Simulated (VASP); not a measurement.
# C (Pmma) in VASP: further runs

The runs below take C through single point, with PBE+D3(BJ).

Everything below comes from runs of VASP 6.6.1. Logs are shortened: lines on timing, memory, paths and dates and some standing lists are left out, and cuts for length are marked.

## (1) The cell of the first run

It takes space group Pmma (No. 51, orthorhombic). The conventional cell has a = 2.465 Å, b = 3.572 Å, c = 4.269 Å, α = 90.00°, β = 90.00°, γ = 90.00°. Within 1.8 Å of C (site symmetry mm2) lie 3 C at 1.34 to 1.54 Å. Within 1.9 Å of C (site symmetry mm2) lie 3 C at 1.40 to 1.54 Å.

## (2) Single point, PBE+D3(BJ) (atoms displaced along a vibrational mode)

File INCAR:

```
SYSTEM = C
PREC     = Accurate       ! precision mode
ENCUT    = 520            ! plane-wave cutoff, eV
EDIFF    = 1E-7           ! SCF threshold, eV
ISMEAR   = 0              ! smearing method
SIGMA    = 0.15           ! smearing width, eV
LREAL    = .False.        ! projectors in reciprocal space
LASPH    = .True.         ! aspherical terms in the spheres
NELM     = 100            ! most SCF steps
ALGO     = Normal         ! electronic algorithm
ISIF     = 2              ! what is computed and relaxed
LWAVE    = .False.        ! write WAVECAR
LCHARG   = .False.        ! write CHGCAR
GGA      = PE             ! functional
IVDW     = 12             ! dispersion correction
NBANDS   = 16             ! bands
```

File KPOINTS:

```
regular mesh
0
Gamma
  18 12 10
  0 0 0
```

File POSCAR:

```
C
1.0
   -2.4646600698      0.0000000000      0.0000000000
    0.0000000000      0.0000000000     -3.5719696368
    0.0000000000     -4.2689164642      0.0000000000
C
4
Direct
    0.5000000000      0.0000000000      0.1891548088
    0.0000000000      0.0000000000      0.6722887022
    0.0000000000      0.0000000000      0.3108451912
    0.5000000000      0.0000000000      0.8277112978
```

Potentials or basis: VASP PAW PBE potentials, release 64 (C).

Run with:

```sh
$ cat potpaw_PBE.64/C/POTCAR > POTCAR
$ mpirun -np 1 vasp_std > vasp.out
```

OUTCAR:

```text
SYSTEM = C
   PREC = Accurate
   ENCUT = 520
   EDIFF = 1E-7
   ISMEAR = 0
   LREAL = .False.
   LASPH = .True.
   NELM = 100
   ISIF = 2
   GGA = PE
   IVDW = 12
 IVDW          = 12

 ion  position               nearest neighbor table
   1  0.500  0.000  0.189-   3 1.34   3 1.34   4 1.54
   2  0.000  0.000  0.672-   4 1.40   4 1.40   3 1.54
   3  0.000  0.000  0.311-   1 1.34   1 1.34   2 1.54
   4  0.500  0.000  0.828-   2 1.40   2 1.40   1 1.54

  LATTYP: Found a simple orthorhombic cell.
 ALAT       =     2.4646600698
 B/A-ratio  =     1.4492747623
 C/A-ratio  =     1.7320508075

  Lattice vectors:

 A1 = (  -2.4646600698,   0.0000000000,   0.0000000000)
 A2 = (   0.0000000000,   0.0000000000,  -3.5719696368)
 A3 = (   0.0000000000,  -4.2689164642,   0.0000000000)

Analysis of symmetry for initial positions (statically):
=====================================================================
 Subroutine PRICEL returns:
 Original cell was already a primitive cell.

 Routine SETGRP: Setting up the symmetry group for a
 simple orthorhombic supercell.

 Subroutine GETGRP returns: Found  8 space group operations
 (whereof  4 operations were pure point group operations)
 out of a pool of  8 trial point group operations.

The static configuration has the point symmetry C_2v.
 The point group associated with its full space group is D_2h.

Analysis of symmetry for dynamics (positions and initial velocities):
=====================================================================
 Subroutine PRICEL returns:
 Original cell was already a primitive cell.

 Routine SETGRP: Setting up the symmetry group for a
 simple orthorhombic supercell.

 Subroutine GETGRP returns: Found  8 space group operations
 (whereof  4 operations were pure point group operations)
 out of a pool of  8 trial point group operations.

The dynamic configuration has the point symmetry C_2v.
 The point group associated with its full space group is D_2h.

 Subroutine INISYM returns: Found  8 space group operations
 (whereof  4 operations are pure point group operations),
 and found     1 'primitive' translations

----------------------------------------------------------------------------------------

                                     Primitive cell

  volume of cell :      37.5822

  direct lattice vectors                    reciprocal lattice vectors
    -2.464660070  0.000000000  0.000000000    -0.405735465  0.000000000  0.000000000
     0.000000000  0.000000000 -3.571969637     0.000000000  0.000000000 -0.279957587
     0.000000000 -4.268916464  0.000000000     0.000000000 -0.234251480  0.000000000

  length of vectors
     2.464660070  3.571969637  4.268916464     0.405735465  0.279957587  0.234251480

  position of ions in fractional coordinates (direct lattice)
     0.500000000  0.000000000  0.189154809
     0.000000000  0.000000000  0.672288702
     0.000000000  0.000000000  0.310845191
     0.500000000  0.000000000  0.827711298

  ion indices of the primitive-cell ions
   primitive index   ion index
                 1           1
                 2           2
                 3           3
                 4           4

----------------------------------------------------------------------------------------

 KPOINTS: regular mesh

Automatic generation of k-mesh.
 Grid dimensions read from file:
 generate k-points for:   18   12   10

 Generating k-lattice:

  Cartesian coordinates                     Fractional coordinates (reciprocal lattice)
    -0.022540859  0.000000000  0.000000000     0.055555556  0.000000000  0.000000000
     0.000000000  0.000000000 -0.023329799     0.000000000  0.083333333  0.000000000
     0.000000000 -0.023425148  0.000000000     0.000000000  0.000000000  0.100000000

  Length of vectors
     0.022540859  0.023329799  0.023425148

  Shift w.r.t. Gamma in fractional coordinates (k-lattice)
     0.000000000  0.000000000  0.000000000

 Subroutine IBZKPT returns following result:
 ===========================================

 Found    420 irreducible k-points:

[... 52 lines left out ...]
     16      15.8715      0.00000

 k-point     4 :       0.1667    0.0000    0.0000
  band No.  band energies     occupation
      1     -15.0116      2.00000
      2     -10.1559      2.00000
      3      -7.7698      2.00000
      4      -5.0391      2.00000
      5      -2.1873      2.00000
      6      -1.8228      2.00000
[... 8 lines left out ...]
     15      15.2938      0.00000
     16      16.1858      0.00000

 k-point     5 :       0.2222    0.0000    0.0000
  band No.  band energies     occupation
      1     -14.6391      2.00000
      2      -9.8520      2.00000
      3      -7.4611      2.00000
      4      -5.9608      2.00000
      5      -2.7055      2.00000
      6      -1.7274      2.00000
[... 8 lines left out ...]
     15      15.4848      0.00000
     16      16.5987      0.00000

 k-point     6 :       0.2778    0.0000    0.0000
  band No.  band energies     occupation
      1     -14.1632      2.00000
      2      -9.4627      2.00000
      3      -7.4875      2.00000
      4      -6.5143      2.00000
      5      -3.6331      2.00000
      6      -1.1424      2.00000
[... 8 lines left out ...]
     15      15.8941      0.00000
     16      17.0796      0.00000
[... 267 lines left out ...]
 k-point    21 :       0.0000    0.1667    0.0000
  band No.  band energies     occupation
      1     -15.4494      2.00000
      2     -10.5161      2.00000
      3      -8.2044      2.00000
      4      -3.4434      2.00000
      5      -3.1813      2.00000
      6      -0.3242      2.00000
[... 8 lines left out ...]
     15      15.8261      0.00000
     16      16.0897      0.00000

 k-point    22 :       0.0556    0.1667    0.0000
  band No.  band energies     occupation
      1     -15.3959      2.00000
      2     -10.4726      2.00000
      3      -8.1515      2.00000
      4      -3.6473      2.00000
      5      -3.1140      2.00000
      6      -0.5198      2.00000
[... 8 lines left out ...]
     15      15.8616      0.00000
     16      16.0831      0.00000

 k-point    23 :       0.1111    0.1667    0.0000
  band No.  band energies     occupation
      1     -15.2356      2.00000
      2     -10.3423      2.00000
      3      -7.9944      2.00000
      4      -4.2122      2.00000
      5      -2.9126      2.00000
      6      -1.0541      2.00000
[... 8 lines left out ...]
     15      15.9606      0.00000
     16      16.0107      0.00000

 k-point    24 :       0.1667    0.1667    0.0000
  band No.  band energies     occupation
      1     -14.9692      2.00000
      2     -10.1254      2.00000
      3      -7.7414      2.00000
      4      -5.0273      2.00000
      5      -2.5783      2.00000
      6      -1.8147      2.00000
[... 8 lines left out ...]
     15      15.8155      0.00000
     16      16.0983      0.00000

 [... further k-points ...]

------------------------ aborting loop because EDIFF is reached ----------------------------------------

 Edisp (eV)   -0.57826

 E8    (eV) :    -0.1625

  FORCE on cell =-STRESS in cart. coord.  units (eV):
  Direction    XX          YY          ZZ          XY          YZ          ZX
  --------------------------------------------------------------------------------------
  -------------------------------------------------------------------------------------
  Total       5.18721    -0.63574    -0.03639     0.00000     0.00000     0.00000
  in kB     221.13733   -27.10239    -1.55122     0.00000     0.00000     0.00000
  external pressure =       64.16 kB  Pullay stress =        0.00 kB

 VOLUME and BASIS-vectors are now :
 -----------------------------------------------------------------------------
  energy-cutoff  :      520.00
  volume of cell :       37.58
      direct lattice vectors                 reciprocal lattice vectors
    -2.464660070  0.000000000  0.000000000    -0.405735465  0.000000000  0.000000000
     0.000000000  0.000000000 -3.571969637     0.000000000  0.000000000 -0.279957587
     0.000000000 -4.268916464  0.000000000     0.000000000 -0.234251480  0.000000000

 POSITION                                       TOTAL-FORCE (eV/Angst)
 -----------------------------------------------------------------------------------
     -1.23233     -0.80749      0.00000         0.000000      8.249536      0.000000
      0.00000     -2.86994      0.00000         0.000000      2.609798      0.000000
      0.00000     -1.32697      0.00000         0.000000     -8.249536      0.000000
     -1.23233     -3.53343      0.00000         0.000000     -2.609798      0.000000
 -----------------------------------------------------------------------------------
    total drift:                               -0.000000     -0.000000     -0.000000

  FREE ENERGIE OF THE ION-ELECTRON SYSTEM (eV)
  ---------------------------------------------------
  free  energy   TOTEN  =       -36.5326294469 eV

  energy  without entropy=      -36.5316713542  energy(sigma->0) =      -36.53215040
```

It took 91 s on 1 thread of AMD EPYC 9R45 (Zen 5), shared host; peak memory 0.26 GiB.

Results:

```
Free energy                : -36.5326 eV
Pressure                   : 6.4 GPa
Largest force              : 8.250 eV/Å
Band gap on the k mesh     : zero (bands 8 and 9 overlap by 0.50 eV)
Dispersion energy per atom : -0.145 eV
```

Forces on the atoms (eV/Å):
```
C    0.000  8.250  0.000
C    0.000  2.610  0.000
C    0.000 -8.250  0.000
C    0.000 -2.610  0.000
```

Caveat: the cell differs from its parent crystal (atoms displaced along a vibrational mode); the cell stands under pressure; forces of over 1 eV/Å act on the atoms, so gaps and moduli don't describe the material at rest.

## (3) Single point, PBE+D3(BJ) (atoms displaced along a vibrational mode)

INCAR, as its differences from that of step 2:

```diff
@@ -3,3 +3,3 @@
 ENCUT    = 520            ! plane-wave cutoff, eV
-EDIFF    = 1E-7           ! SCF threshold, eV
+EDIFF    = 1E-6           ! SCF threshold, eV
 ISMEAR   = 0              ! smearing method
@@ -8,3 +8,3 @@
 LASPH    = .True.         ! aspherical terms in the spheres
-NELM     = 100            ! most SCF steps
+NELM     = 60             ! most SCF steps
 ALGO     = Normal         ! electronic algorithm
```

File KPOINTS:

```
Automatic mesh
0
Gamma
  18 12 10
  0 0 0
```

File POSCAR:

```
C
1.0
   -2.4646600698      0.0000000000      0.0000000000
    0.0000000000      0.0000000000     -3.5719696368
    0.0000000000     -4.2689164642      0.0000000000
C
4
Direct
    0.5000000000      0.0000000000      0.1835327733
    0.0000000000      0.0000000000      0.6554225957
    0.0000000000      0.0000000000      0.3164672267
    0.5000000000      0.0000000000      0.8445774043
```

Potentials or basis: VASP PAW PBE potentials, release 64 (C).

Run with:

```sh
$ cat potpaw_PBE.64/C/POTCAR > POTCAR
$ mpirun -np 1 vasp_std > vasp.out
```

It took 80 s on 1 thread of AMD EPYC 9R45 (Zen 5), shared host; peak memory 0.26 GiB.

It converged, with:

| Quantity | Value |
| --- | --- |
| Free energy | -36.8338 eV |
| Pressure | 3.1 GPa |
| Largest force | 6.071 eV/Å |
| Band gap on the k mesh | zero (bands 8 and 9 overlap by 0.68 eV) |
| Dispersion energy per atom | -0.143 eV |

Forces in eV/Å, atoms in the order of the input:
```
C    0.000  6.071  0.000
C    0.000 -3.392  0.000
C    0.000 -6.071  0.000
C    0.000  3.392  0.000
```

Stress tensor (GPa, compression positive):
```
11.23  0.00  0.00
 0.00 -1.94  0.00
 0.00  0.00 -0.04
```

Levels at points of the mesh, in eV from the Fermi level:
| k point | band 6 | band 7 | band 8 | band 9 | band 10 | band 11 |
| --- | --- | --- | --- | --- | --- | --- |
| (0.00, 0.00, 0.00) | -2.83 | -2.53 | -1.95 | 2.59 | 3.81 | 6.59 |
| (0.50, 0.00, 0.00) | -8.79 | -2.14 | -2.14 | 3.09 | 3.09 | 9.24 |
| (0.00, 0.50, 0.00) | -2.95 | -2.81 | -2.51 | 1.26 | 6.77 | 8.59 |
| (0.50, 0.50, 0.00) | -8.72 | -3.26 | -3.26 | 2.28 | 2.28 | 10.49 |
| (0.00, 0.00, 0.50) | -5.80 | -4.67 | -3.86 | 5.52 | 5.75 | 6.95 |
| (0.50, 0.00, 0.50) | -6.24 | -1.82 | -1.82 | 2.21 | 2.21 | 6.94 |
| (0.00, 0.50, 0.50) | -6.51 | -6.07 | -3.83 | 6.23 | 7.27 | 7.81 |
| (0.50, 0.50, 0.50) | -6.21 | -2.81 | -2.81 | 0.95 | 0.95 | 7.20 |

Caveat: the cell differs from its parent crystal (atoms displaced along a vibrational mode); the cell stands under pressure; forces of over 1 eV/Å act on the atoms, so gaps and moduli don't describe the material at rest.

## (4) Single point, PBE+D3(BJ) (atoms displaced along a vibrational mode)

File INCAR:

```
SYSTEM = C
  PREC = Accurate
  ENCUT = 520
  EDIFF = 1E-7
  ISMEAR = 0
  SIGMA = 0.15
  LREAL = .False.
  LASPH = .True.
  NELM = 100
  ALGO = Normal
  ISIF = 2
  LWAVE = .False.
  LCHARG = .True.
  GGA = PE
  IVDW = 12
  LELF = .True.
  LVHAR = .True.
  NBANDS = 16
```

KPOINTS is that of step 3.

File POSCAR:

```
C
1.0
   -2.4646600698      0.0000000000      0.0000000000
    0.0000000000      0.0000000000     -3.5719696368
    0.0000000000     -4.2689164642      0.0000000000
C
4
Direct
    0.5000000000      0.0000000000      0.1835327733
    0.0000000000      0.0000000000      0.6779107377
    0.0000000000      0.0000000000      0.3164672267
    0.5000000000      0.0000000000      0.8220892623
```

Run with:

```sh
$ cat potpaw_PBE.64/C/POTCAR > POTCAR
$ mpirun -np 1 vasp_std > vasp.out
```

Wall time 93 s (1 thread of AMD EPYC 9R45 (Zen 5), shared host); peak memory 0.26 GiB.

It converged, with:

```yaml
Free_energy: -36.7136 eV
Pressure: 5.8 GPa
Largest_force: 6.434 eV/Å
Band_gap_on_the_k_mesh: zero (bands 8 and 9 overlap by 0.52 eV)
Dispersion_energy_per_atom: -0.145 eV
```

Forces on the atoms (eV/Å):
```
C    0.000  6.434  0.000
C    0.000  4.543  0.000
C    0.000 -6.434  0.000
C    0.000 -4.543  0.000
```

Stress tensor (GPa, compression positive):
```
19.76  0.00  0.00
 0.00 -2.33  0.00
 0.00  0.00 -0.18
```

Levels at points of the mesh, in eV from the Fermi level:
| k point | band 4 | band 5 | band 6 | band 7 | band 8 | band 9 | band 10 | band 11 | band 12 | band 13 |
| --- | --- | --- | --- | --- | --- | --- | --- | --- | --- | --- |
| (0.00, 0.00, 0.00) | -7.28 | -6.83 | -4.66 | -2.60 | -1.02 | 3.93 | 3.95 | 6.04 | 7.07 | 10.76 |
| (0.50, 0.00, 0.00) | -11.23 | -7.95 | -7.95 | -1.78 | -1.78 | 2.64 | 2.64 | 9.30 | 9.30 | 10.66 |
| (0.00, 0.50, 0.00) | -8.24 | -7.25 | -4.64 | -3.50 | -0.99 | 2.42 | 6.09 | 7.31 | 9.21 | 10.84 |
| (0.50, 0.50, 0.00) | -11.15 | -7.87 | -7.87 | -2.95 | -2.95 | 1.87 | 1.87 | 11.04 | 11.04 | 11.08 |
| (0.00, 0.00, 0.50) | -6.43 | -6.36 | -5.84 | -5.38 | -5.16 | 5.71 | 5.73 | 7.33 | 7.56 | 8.17 |
| (0.50, 0.00, 0.50) | -13.65 | -5.75 | -5.75 | -1.38 | -1.38 | 1.75 | 1.75 | 6.97 | 6.97 | 11.05 |
| (0.00, 0.50, 0.50) | -6.60 | -6.47 | -6.41 | -6.29 | -5.82 | 7.29 | 7.37 | 7.63 | 7.63 | 10.75 |
| (0.50, 0.50, 0.50) | -13.55 | -5.71 | -5.71 | -2.41 | -2.41 | 0.55 | 0.55 | 7.19 | 7.19 | 13.38 |

Caveat: the cell differs from its parent crystal (atoms displaced along a vibrational mode); the cell stands under pressure; forces of over 1 eV/Å act on the atoms, so gaps and moduli don't describe the material at rest.

## (5) Single point, PBE+D3(BJ) (atoms displaced along a vibrational mode)

File INCAR:

```
SYSTEM = C
PREC = Accurate
ENCUT = 520
EDIFF = 1E-6
ISMEAR = 0
SIGMA = 0.15
LREAL = .False.
LASPH = .True.
NELM = 60
ALGO = Normal
ISIF = 2
LWAVE = .False.
LCHARG = .False.
GGA = PE
IVDW = 12
NBANDS = 16
```

KPOINTS is that of step 4.

File POSCAR:

```
C
1.0
   -2.4646600698      0.0000000000      0.0000000000
    0.0000000000      0.0000000000     -3.5719696368
    0.0000000000     -4.2689164642      0.0000000000
C
4
Direct
    0.5000000000      0.0000000000      0.1779107377
    0.0000000000      0.0000000000      0.6722887022
    0.0000000000      0.0000000000      0.3220892623
    0.5000000000      0.0000000000      0.8277112978
```

Run with:

```sh
$ cat potpaw_PBE.64/C/POTCAR > POTCAR
$ mpirun -np 1 vasp_std > vasp.out
```

It took 82 s on 1 thread of AMD EPYC 9R45 (Zen 5), shared host; peak memory 0.26 GiB.

It converged, with:

* Free energy: -37.1493 eV
* Pressure: 2.5 GPa
* Largest force: 4.500 eV/Å
* Band gap on the k mesh: zero (bands 8 and 9 overlap by 0.05 eV)
* Dispersion energy per atom: -0.145 eV

Forces on the atoms (eV/Å):
```
C    0.000  4.500  0.000
C    0.000  2.574  0.000
C    0.000 -4.500  0.000
C    0.000 -2.574  0.000
```

Stress tensor (GPa, compression positive):
```
10.69  0.00  0.00
 0.00 -3.05  0.00
 0.00  0.00 -0.07
```

Levels at points of the mesh, in eV from the Fermi level:
| k point | band 5 | band 6 | band 7 | band 8 | band 9 | band 10 | band 11 | band 12 |
| --- | --- | --- | --- | --- | --- | --- | --- | --- |
| (0.00, 0.00, 0.00) | -6.88 | -4.05 | -2.35 | -1.89 | 3.27 | 3.85 | 6.80 | 7.18 |
| (0.50, 0.00, 0.00) | -8.41 | -8.41 | -1.95 | -1.95 | 2.83 | 2.83 | 9.27 | 9.27 |
| (0.00, 0.50, 0.00) | -6.94 | -4.04 | -3.29 | -1.86 | 1.85 | 6.89 | 7.39 | 9.17 |
| (0.50, 0.50, 0.00) | -8.33 | -8.33 | -3.10 | -3.10 | 2.04 | 2.04 | 10.75 | 10.75 |
| (0.00, 0.00, 0.50) | -6.02 | -5.43 | -5.38 | -5.15 | 5.65 | 5.68 | 7.48 | 7.73 |
| (0.50, 0.00, 0.50) | -6.10 | -6.10 | -1.59 | -1.59 | 1.94 | 1.94 | 7.17 | 7.17 |
| (0.00, 0.50, 0.50) | -6.67 | -6.48 | -6.00 | -5.41 | 7.03 | 7.36 | 7.56 | 7.84 |
| (0.50, 0.50, 0.50) | -6.06 | -6.06 | -2.61 | -2.61 | 0.71 | 0.71 | 7.41 | 7.41 |

Caveat: the cell differs from its parent crystal (atoms displaced along a vibrational mode); forces of over 1 eV/Å act on the atoms, so gaps and moduli don't describe the material at rest.

## (6) Overview

```tsv
cell	gap on the mesh (eV)	pressure (GPa)	largest force (eV/Å)
as given, atomic positions A	none	6.4	8.25
as given, atomic positions B	none	3.1	6.07
as given, atomic positions C	none	5.8	6.43
as given, atomic positions D	none	2.5	4.50
```

Alike in all rows: task single point; level PBE+D3(BJ); potentials or basis VASP PAW PBE potentials, release 64 (C); no spin polarisation; k mesh 18 × 12 × 10; cutoff (eV) 520; smearing gaussian 0.15 eV.

Caveats: forces of over 1 eV/Å act on the atoms, so gaps and moduli don't describe the material at rest; the cell stands under pressure (at least some runs).

Total energies depend on the potentials used, so only differences within one code and one set of settings carry meaning.
